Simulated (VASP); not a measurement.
AlPd4:

```
CELL_PARAMETERS angstrom
-2.48072 2.48072 3.18117
2.48072 -2.48072 3.18117
2.48072 2.48072 -3.18117
ATOMIC_POSITIONS crystal
Al 0.00000 0.00000 0.00000
Pd 0.72789 0.72789 0.45578
Pd 0.27211 0.27211 0.54422
Pd 0.72789 0.27211 0.00000
Pd 0.27211 0.72789 0.00000
```

| Item | Value |
| --- | --- |
| Program | VASP 6.6.1 |
| Task | relaxation of cell and atoms |
| Functional | PBE |
| Potentials or basis | VASP PAW PBE potentials, release 64 (Al, Pd) |
| Cutoff | 600 eV |
| k mesh | 6 × 6 × 6 |
| Occupations | gaussian, width 0.1 eV |
| Spin | no spin polarisation |

At the start: pressure 75.2 GPa; volume 15.66 Å³/atom.

Where does the relaxation end?

Over 16 steps the energy falls by 2038.8 meV/atom and the volume is 18.39 Å³/atom (+17.4 %); space group I4/mmm (No. 139, to 0.05 Å).

The path:
```
step  energy change (eV)  largest force (eV/Å)  pressure (GPa)  volume (Å³)
   1              0.0000                3.0037           75.18        78.31
   2              1.4265                0.0879          -11.09       178.58
   3             -4.6671                0.1335          -13.89       160.22
   4             -6.2014                0.3124          -14.98       143.86
   5             -8.6619                0.7358           -6.08       109.09
   6             -9.7624                0.1167           -5.51        99.85
   7             -4.7596                4.0777           50.43        77.79
   8             -9.9741                0.0908           -4.56        97.46
   9            -10.0978                0.7182            1.24        91.43
  10            -10.1372                0.4319           -1.71        93.83
  11            -10.1469                0.4821           -1.27        93.40
  12            -10.1820                0.2474            0.97        91.18
  13            -10.1827                0.2023            1.37        90.82
  14            -10.1930                0.0654           -0.16        92.04
  15            -10.1934                0.0206            0.06        91.83
  16            -10.1939                0.0140           -0.08        91.96
```

Final structure:
```
CELL_PARAMETERS angstrom
-2.99435 2.99435 2.56414
2.99435 -2.99435 2.56414
2.99435 2.99435 -2.56414
ATOMIC_POSITIONS crystal
Al 0.00000 0.00000 0.00000
Pd 0.71745 0.71745 0.43490
Pd 0.28255 0.28255 0.56510
Pd 0.71745 0.28255 0.00000
Pd 0.28255 0.71745 0.00000
```

Caveat: the volume moved by over 15 % at a fixed basis, so the end points are rough.
